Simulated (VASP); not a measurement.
# Zn (Fm-3m) in VASP: notebook

Runs on Zn. Level: r2SCAN. Tasks: single point.

Everything below comes from runs of VASP 6.6.1. Logs are shortened: lines on timing, memory, paths and dates and some standing lists are left out, and cuts for length are marked.

**1. The cell of the first run**

The structure is cubic, space group Fm-3m (No. 225). The conventional cell has a = 3.876 Å, b = 3.876 Å, c = 3.876 Å, α = 90.00°, β = 90.00°, γ = 90.00°. Zn (site symmetry m-3m) has 12 Zn at 2.74 Å within 3.6 Å.

**2. Single point, r2SCAN**

POSCAR

```
Zn
1.0
    0.0000000000      1.9382217178      1.9382217178
    1.9382217178      0.0000000000      1.9382217178
    1.9382217178      1.9382217178      0.0000000000
Zn
1
Direct
    0.0000000000      0.0000000000      0.0000000000
```

INCAR.step1

```
PREC = Accurate
ENCUT = 520
ISMEAR = 1
SIGMA = 0.1
LREAL = F
LASPH = T
NELM = 80
NBANDS = 12
GGA = PE
ALGO = Normal
EDIFF = 1E-4
LWAVE = T
LCHARG = F
```

INCAR.step2

```
PREC = Accurate
ENCUT = 520
EDIFF = 1E-6
ISMEAR = 1
SIGMA = 0.1
LREAL = F
LASPH = T
NELM = 80
ALGO = Normal
ISIF = 2
LWAVE = F
LCHARG = F
METAGGA = R2SCAN
LMIXTAU = T
NBANDS = 12
ISTART = 1
```

KPOINTS

```
Automatic mesh
0
Gamma
  10 10 10
```

Potentials or basis: VASP PAW PBE potentials, release 64 (Zn).

The run is started by

```console
$ cat potpaw_PBE.64/Zn/POTCAR > POTCAR
$ cp INCAR.step1 INCAR
$ mpirun -np 1 vasp_std > vasp.out
$ cp INCAR.step2 INCAR
$ mpirun -np 1 vasp_std > vasp.out
```

OUTCAR:

```text
PREC = Accurate
   ENCUT = 520
   EDIFF = 1E-6
   ISMEAR = 1
   LREAL = F
   LASPH = T
   NELM = 80
   ISIF = 2
   METAGGA = R2SCAN
   ISTART = 1

 ion  position               nearest neighbor table
   1  0.000  0.000  0.000-

  LATTYP: Found a face centered cubic cell.
 ALAT       =     3.8764434356

  Lattice vectors:

 A1 = (   0.0000000000,   1.9382217178,   1.9382217178)
 A2 = (   1.9382217178,   0.0000000000,   1.9382217178)
 A3 = (   1.9382217178,   1.9382217178,   0.0000000000)

Analysis of symmetry for initial positions (statically):
=====================================================================
 Subroutine PRICEL returns:
 Original cell was already a primitive cell.

 Routine SETGRP: Setting up the symmetry group for a
 face centered cubic supercell.

 Subroutine GETGRP returns: Found 48 space group operations
 (whereof 48 operations were pure point group operations)
 out of a pool of 48 trial point group operations.

The static configuration has the point symmetry O_h .

Analysis of symmetry for dynamics (positions and initial velocities):
=====================================================================
 Subroutine PRICEL returns:
 Original cell was already a primitive cell.

 Routine SETGRP: Setting up the symmetry group for a
 face centered cubic supercell.

 Subroutine GETGRP returns: Found 48 space group operations
 (whereof 48 operations were pure point group operations)
 out of a pool of 48 trial point group operations.

The dynamic configuration has the point symmetry O_h .

 Subroutine INISYM returns: Found 48 space group operations
 (whereof 48 operations are pure point group operations),
 and found     1 'primitive' translations

----------------------------------------------------------------------------------------

                                     Primitive cell

  volume of cell :      14.5626

  direct lattice vectors                    reciprocal lattice vectors
     0.000000000  1.938221718  1.938221718    -0.257968423  0.257968423  0.257968423
     1.938221718  0.000000000  1.938221718     0.257968423 -0.257968423  0.257968423
     1.938221718  1.938221718  0.000000000     0.257968423  0.257968423 -0.257968423

  length of vectors
     2.741059440  2.741059440  2.741059440     0.446814415  0.446814415  0.446814415

  position of ions in fractional coordinates (direct lattice)
     0.000000000  0.000000000  0.000000000

  ion indices of the primitive-cell ions
   primitive index   ion index
                 1           1

----------------------------------------------------------------------------------------

 KPOINTS: Automatic mesh

Automatic generation of k-mesh.
 Grid dimensions read from file:
 generate k-points for:   10   10   10

 Generating k-lattice:

  Cartesian coordinates                     Fractional coordinates (reciprocal lattice)
    -0.025796842  0.025796842  0.025796842     0.100000000  0.000000000  0.000000000
     0.025796842 -0.025796842  0.025796842     0.000000000  0.100000000  0.000000000
     0.025796842  0.025796842 -0.025796842     0.000000000  0.000000000  0.100000000

  Length of vectors
     0.044681442  0.044681442  0.044681442

  Shift w.r.t. Gamma in fractional coordinates (k-lattice)
     0.000000000  0.000000000  0.000000000

 Subroutine IBZKPT returns following result:
 ===========================================

 Found     47 irreducible k-points:

 Following reciprocal coordinates:
            Coordinates               Weight
  0.000000  0.000000  0.000000      1.000000
  0.100000  0.000000  0.000000      8.000000
  0.200000  0.000000  0.000000      8.000000
  0.300000  0.000000  0.000000      8.000000
  0.400000  0.000000  0.000000      8.000000
  0.500000  0.000000  0.000000      4.000000
[... 16 lines left out ...]
  0.300000  0.300000  0.000000      6.000000
  0.400000  0.300000  0.000000     24.000000
 [... further k-points ...]
   k-points           NKPTS =     47   k-points in BZ     NKDIM =     47   number of bands    NBANDS=     12
   number of dos      NEDOS =    301   number of ions     NIONS =      1
   total plane-waves  NPLWV =   8000
   dimension x,y,z NGX =    20 NGY =   20 NGZ =   20
   dimension x,y,z NGXF=    40 NGYF=   40 NGZF=   40
   ions per type =               1
   NGX,Y,Z   is equivalent  to a cutoff of  12.13, 12.13, 12.13 a.u.
   NGXF,Y,Z  is equivalent  to a cutoff of  24.26, 24.26, 24.26 a.u.
 SYSTEM =  unknown system
   PREC   = accura    normal or accurate (medium, high low for compatibility)
   ISTART =      1    job   : 0-new  1-cont  2-samecut
   ICHARG =      0    charge: 1-file 2-atom 10-const
   ISPIN  =      1    spin polarized calculation?
   LNONCOLLINEAR =      F non collinear calculations
   LSORBIT =      F    spin-orbit coupling
   LASPH  =      T    aspherical Exc in radial PAW
   ENCUT  =  520.0 eV  38.22 Ry    6.18 a.u.   5.10  5.10  5.10*2*pi/ulx,y,z
   NELM   =     80;   NELMIN=  2; NELMDL=  0     # of ELM steps
   EDIFF  = 0.1E-05   stopping-criterion for ELM
   LREAL  =      F    real-space projection
   EDIFFG = 0.1E-04   stopping-criterion for IOM
   NSW    =      0    number of steps for IOM
   IBRION =     -1    ionic relax: 0-MD 1-quasi-New 2-CG
   NFREE  =      0    steps in history (QN), initial steepest desc. (CG)
   ISIF   =      2    stress and relaxation
   ISYM   =      2    0-nonsym 1-usesym 2-fastsym
   POTIM  = 0.5000    time-step for ionic-motion
   TEBEG  =    0.0;   TEEND  =   0.0 temperature during run
   PSTRESS=    0.0 pullay stress
   NELECT =      12.0000    total number of electrons
   NUPDOWN=      -1.0000    fix difference up-down
   EMIN   =  10.00;   EMAX   =-10.00  energy-range for DOS
   EFERMI =   0.00;   METHOD = LEGACY
   ISMEAR =     1;   SIGMA  =   0.10  broadening in eV -4-tet -1-fermi 0-gaus
   EFERMI_NEDOS =   21; number of points for ismear=-14 and -15
   IALGO  =     38    algorithm
   IMIX   =      4    mixing-type and parameters
     AMIX     =   0.40;   BMIX     =  1.00
     AMIX_MAG =   1.60;   BMIX_MAG =  1.00
  volume/ion in A,a.u.               =      14.56        98.27
  Fermi-wavevector in a.u.,A,eV,Ry     =   1.534812  2.900374 32.050526  2.355647
  Thomas-Fermi vector in A             =   2.641688
   LORBIT       =      0    0 simple, 1 ext, 2 COOP (PROOUT), +10 PAW based schemes
   METAGGA = R2SCAN    functional components
   LHFCALC =     F    Hartree Fock is set to
   AEXX    =    0.0000 exact exchange contribution
   IVDW    =     0    specifies the selected vdW correction
   LEPSILON=     F    determine dielectric tensor
   LRPA    =     F    only Hartree local field effects (RPA)
 non-spin polarized calculation
 Methfessel and Paxton  Order N= 1 SIGMA  =   0.10
  energy-cutoff  :      520.00
  volume of cell :       14.56
 maximum number of plane-waves:       400
   NGX = 11   NGY = 11   NGZ = 11

 number of electron      11.9999994 magnetization

 Free energy of the ion-electron system (eV)
  ---------------------------------------------------
  ext. energy  EPLUGINS =         0.00000000
  ---------------------------------------------------
  free energy    TOTEN  =        -8.86954725 eV

  energy without entropy =       -8.86894516  energy(sigma->0) =       -8.86934655

 E-fermi :   3.3823     XC(G=0): -12.9278

 val. band max:        3.3124056137   @ k =  -0.4000   0.3000   0.0000
 cond. band min:       3.3965386168   @ k =  -0.4000   0.2000   0.0000
 fundamental gap:      0.0841330031
 Fermi energy:         3.3823319808

 k-point     1 :       0.0000    0.0000    0.0000
  band No.  band energies     occupation
      1      -7.9280      2.00000
      2      -4.8092      2.00000
      3      -4.8092      2.00000
      4      -4.8091      2.00000
      5      -4.3920      2.00000
      6      -4.3920      2.00000
      7      23.2064      0.00000
      8      23.2065      0.00000
      9      23.2065      0.00000
     10      23.2632      0.00000
     11      25.6140      0.00000
     12      25.6140      0.00000

 k-point     2 :       0.1000    0.0000    0.0000
  band No.  band energies     occupation
      1      -7.6045      2.00000
      2      -4.8355      2.00000
      3      -4.7739      2.00000
      4      -4.7739      2.00000
      5      -4.4010      2.00000
      6      -4.4010      2.00000
      7      18.7391      0.00000
      8      22.2329      0.00000
      9      22.2331      0.00000
     10      23.1309      0.00000
     11      27.1482      0.00000
     12      27.1483      0.00000

 k-point     3 :       0.2000    0.0000    0.0000
  band No.  band energies     occupation
      1      -6.7014      2.00000
      2      -4.8316      2.00000
      3      -4.7213      2.00000
      4      -4.7212      2.00000
      5      -4.3824      2.00000
      6      -4.3823      2.00000
      7      13.5720      0.00000
      8      21.0688      0.00000
      9      21.0689      0.00000
     10      22.8167      0.00000
     11      27.9374      0.00000
     12      27.9375      0.00000

 k-point     4 :       0.3000    0.0000    0.0000
  band No.  band energies     occupation
      1      -5.7992      2.00000
      2      -4.7419      2.00000
      3      -4.7418      2.00000
      4      -4.2686      2.00000
      5      -4.2685      2.00000
      6      -4.1845      2.00000
      7       8.8615      0.00000
      8      20.3257      0.00000
      9      20.3260      0.00000
     10      22.3883      0.00000
     11      25.5575      0.00000
     12      25.5577      0.00000

 k-point     5 :       0.4000    0.0000    0.0000
  band No.  band energies     occupation
      1      -5.6424      2.00000
      2      -4.7931      2.00000
      3      -4.7930      2.00000
      4      -4.1375      2.00000
      5      -4.1374      2.00000
      6      -2.1476      2.00000
      7       4.7308     -0.00000
      8      19.9946      0.00000
      9      19.9949      0.00000
     10      22.0029      0.00000
     11      23.9684      0.00000
     12      23.9687      0.00000
[... 228 lines left out ...]
      1      -5.2319      2.00000
      2      -4.9019      2.00000
      3      -4.6597      2.00000
      4      -4.5877      2.00000
      5      -4.3173      2.00000
      6      -1.5596      2.00000
      7       7.0756      0.00000
      8      11.3838      0.00000
      9      18.6558      0.00000
     10      20.6776      0.00000
     11      27.9082      0.00000
     12      28.5588      0.00000

 k-point    22 :      -0.2000    0.2000    0.0000
  band No.  band energies     occupation
      1      -5.3314      2.00000
      2      -4.9928      2.00000
      3      -4.7234      2.00000
      4      -4.5434      2.00000
      5      -4.5027      2.00000
      6      -3.3271      2.00000
      7      11.0922      0.00000
      8      11.8218      0.00000
      9      20.9801      0.00000
     10      22.4963      0.00000
     11      27.0691      0.00000
     12      27.7577      0.00000

 k-point    23 :       0.3000    0.3000    0.0000
  band No.  band energies     occupation
      1      -5.4652      2.00000
      2      -5.2627      2.00000
      3      -4.3177      2.00000
      4      -4.3177      2.00000
      5      -4.2009      2.00000
      6      -3.3853      2.00000
      7      14.1367      0.00000
      8      14.5523      0.00000
      9      14.5524      0.00000
     10      17.0954      0.00000
     11      18.7555      0.00000
     12      38.0849      0.00000

 k-point    24 :       0.4000    0.3000    0.0000
  band No.  band energies     occupation
      1      -5.4090      2.00000
      2      -5.3107      2.00000
      3      -4.3283      2.00000
      4      -4.2947      2.00000
      5      -4.1008      2.00000
      6      -1.8034      2.00000
      7      11.0429      0.00000
      8      11.5686      0.00000
      9      13.8912      0.00000
     10      17.4064      0.00000
     11      20.4878      0.00000
     12      35.8744      0.00000

 [... further k-points ...]
[... 5 lines left out ...]
  --------------------------------------------------------------------------------------
  -------------------------------------------------------------------------------------
  Total       -0.1523754     -0.1523754     -0.1523754     -0.0000000     -0.0000000      0.0000000
  in kB      -16.7642912    -16.7642912    -16.7642912     -0.0000000     -0.0000000      0.0000000
  external PRESSURE =     -16.7642912 kB  Pullay stress =       0.0000000 kB

 VOLUME and BASIS-vectors are now :
 -----------------------------------------------------------------------------
  energy-cutoff  :      520.00
  volume of cell :       14.56
      direct lattice vectors                 reciprocal lattice vectors
     0.000000000  1.938221718  1.938221718    -0.257968423  0.257968423  0.257968423
     1.938221718  0.000000000  1.938221718     0.257968423 -0.257968423  0.257968423
     1.938221718  1.938221718  0.000000000     0.257968423  0.257968423 -0.257968423

 POSITION                                       TOTAL-FORCE (eV/Angst)
 -----------------------------------------------------------------------------------
      0.00000      0.00000      0.00000        -0.000000      0.000000     -0.000000
 -----------------------------------------------------------------------------------
    total drift:                               -0.000000     -0.000000     -0.000000

  FREE ENERGIE OF THE ION-ELECTRON SYSTEM (eV)
  ---------------------------------------------------
  free  energy   TOTEN  =        -8.8695472452 eV

  energy  without entropy=       -8.8689451589  energy(sigma->0) =       -8.86934655
```

It took 75 s on 1 thread of AMD EPYC 7R13, shared host; peak memory 0.1 GiB.

Results:

- Free energy: -8.8695 eV
- Pressure: -1.7 GPa
- Band gap on the k mesh: zero (band 6 reaches 4.42 eV, above the bottom of band 7 at 1.96 eV)

Caveat: the PAW data sets were made with another functional, which shifts forces and pressure a little.

[end of part 1 of 2]
